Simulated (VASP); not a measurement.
Wanted: the native input for a VASP 6.6.1 run.

```yaml
Task: single point
Functional: PBE
Potentials_or_basis: VASP PAW PBE potentials, release 64 (Hf_pv, O)
Cutoff: 520 eV
k_mesh: 6 × 6 × 8
Occupations: gaussian, width 0.02 eV
Spin: no spin polarisation
Dipole_correction: no
Further_INCAR_settings: ALGO = Normal; EDIFF = 1e-06; NBANDS = 31
```

The structure of HfO2 lies in POSCAR:

```
HfO2
1.0
    4.8803693793      0.0000000000      0.0000000000
    0.0000000000      4.8803693793      0.0000000000
    0.0000000000      0.0000000000      3.2376812176
Hf O
2 4
Direct
    0.0000000000      0.0000000000      0.0000000000
    0.5000000000      0.5000000000      0.5000000000
    0.1948153545      0.8051846455      0.5000000000
    0.3051846455      0.3051846455      0.0000000000
    0.6948153545      0.6948153545      0.0000000000
    0.8051846455      0.1948153545      0.5000000000
```

The input as run:

INCAR

```
PREC = Accurate ; ENCUT = 520
EDIFF = 1E-6 ; ISMEAR = 0
SIGMA = 0.02 ; LREAL = False
LASPH = True ; NELM = 100
ALGO = Normal ; ISIF = 2
LWAVE = False ; LCHARG = False
GGA = PE ; NBANDS = 31
```

KPOINTS

```
Automatic mesh
0
Gamma
  6 6 8
```

Potentials or basis: VASP PAW PBE potentials, release 64 (Hf_pv, O).

Run with:

```bash
$ cat potpaw_PBE.64/Hf_pv/POTCAR potpaw_PBE.64/O/POTCAR > POTCAR
$ mpirun -np 1 vasp_std > vasp.out
```

Results of the run:

The pressure is -2.7 GPa, the largest force is 0.051 eV/Å and the band gap on the k mesh is 3.84 eV.

Caveat: spin-orbit coupling is left out, which moves the levels of the heavy elements.

Wall time 66 s on 1 thread of AMD EPYC 9R45 96-Core Processor (Zen 5), with other jobs on the host, peak memory 0.21 GiB.
